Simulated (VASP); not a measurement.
Runs of VASP 6.6.1 on TaN. The structure is that of space group P6_3/mmc (No. 194), or close to it. The cells are those of the table. 

```csv
cell,gap on the mesh (eV),pressure (GPa)
"a = 3.048, b = 3.048, c = 4.918 Å, angles 90.0, 90.0, 120.0°, 4 atoms",none,60.9
"a = 2.986, b = 2.986, c = 4.818 Å, angles 90.0, 90.0, 120.0°, 4 atoms",none,(a)
"a = 3.108, b = 3.108, c = 5.014 Å, angles 90.0, 90.0, 120.0°, 4 atoms",none,32.5
"a = 3.028, b = 3.028, c = 4.885 Å, angles 90.0, 90.0, 120.0°, 4 atoms",none,72.3
"a = 3.068, b = 3.068, c = 4.951 Å, angles 90.0, 90.0, 120.0°, 4 atoms",none,(b)
"a = 3.007, b = 3.007, c = 4.852 Å, angles 90.0, 90.0, 120.0°, 4 atoms",none,84.9
"a = 3.088, b = 3.088, c = 4.983 Å, angles 90.0, 90.0, 120.0°, 4 atoms",none,41.1
```

Alike in all rows: task single point; level PBE; potentials or basis VASP PAW PBE potentials, release 64 (Ta_pv, N); no spin polarisation; k mesh 10 × 10 × 6; cutoff (eV) 520; smearing fermi-dirac 0.05 eV.

Q: Estimate the missing entries.

A: (a) 98.8; (b) 50.5.

Caveats: spin-orbit coupling is left out, which moves the levels of the heavy elements.

A k mesh can miss the band edges, and the runs leave out spin-orbit coupling on Ta.

A gap of «none» marks levels without a gap at the run's occupations.
